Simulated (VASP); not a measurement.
## Te2Mo: single point with PBE

**Experimental background.**

From “Broadband infrared study of pressure-tunable Fano resonance and metallization transition in 2H-MoTe2”, 2022, pmc:9569381, for a bulk crystal of Te2Mo at 300 K: band gap 0.88 ± 0.05 eV (indirect).

Crystal: Te2Mo.

```xyz
6
Lattice="3.5872 0.0000 0.0000 -1.7936 3.1066 0.0000 0.0000 0.0000 14.2477" Properties=species:S:1:pos:R:3 pbc="T T T"
Te    1.7936    1.0355    5.3999
Te    0.0000    2.0711   12.5237
Te    1.7936    1.0355    1.7240
Te    0.0000    2.0711    8.8478
Mo    1.7936    1.0355   10.6857
Mo    0.0000    2.0711    3.5619
```

```json
{
 "Program": "VASP 6.6.1",
 "Task": "single point",
 "Functional": "PBE",
 "Potentials or basis": "VASP PAW PBE potentials, release 64 (Te, Mo_sv)",
 "Cutoff": "520 eV",
 "k mesh": "9 × 9 × 2",
 "Occupations": "fermi-dirac, width 0.05 eV",
 "Spin": "no spin polarisation",
 "Dipole correction": "no",
 "Further INCAR settings": "ALGO = Normal; EDIFF = 1e-06; NBANDS = 35"
}
```

The pressure is -2.5 GPa, the largest force is 0.557 eV/Å and the band gap on the k mesh is 0.80 eV, indirect (least direct gap 0.96 eV).

Forces on the atoms (eV/Å):
```
Te   0.000  0.000 -0.557
Te   0.000  0.000 -0.557
Te   0.000  0.000  0.557
Te   0.000  0.000  0.557
Mo   0.000  0.000  0.000
Mo   0.000  0.000  0.000
```

Stress tensor (GPa, compression positive):
```
-2.33  0.00  0.00
 0.00 -2.33  0.00
 0.00  0.00 -2.92
```

Levels at points of the mesh, in eV from the valence-band top:
```tsv
k point	band 24	band 25	band 26	band 27	band 28	band 29
(0.00, 0.00, 0.00)	-0.89	-0.35	0.00	2.70	2.70	2.82
(0.00, 0.00, 0.50)	-0.95	-0.08	-0.08	2.74	2.74	2.74
```

It took 2.1 min on 1 thread of AMD EPYC 7R13 Processor (Zen 3), on a shared host, peak memory 0.31 GiB.

A measured gap of Te2Mo is 0.88 eV (indirect; 300 K; quoted in “Broadband infrared study of pressure-tunable Fano resonance and metallization transition in 2H-MoTe2”, 2022, pmc:9569381); the calculated 0.80 eV misses it by -0.08 eV. Spin-orbit coupling on Mo, Te is left out. The value is that of PBE on a finite k mesh, which can miss the band edges, without temperature or zero-point motion. Semilocal functionals fall short of measured gaps as a rule.

Caveat: spin-orbit coupling is left out, which moves the levels of the heavy elements; this functional lacks dispersion, which binds the layers, so the pressure and a relaxed spacing across them are unreliable.
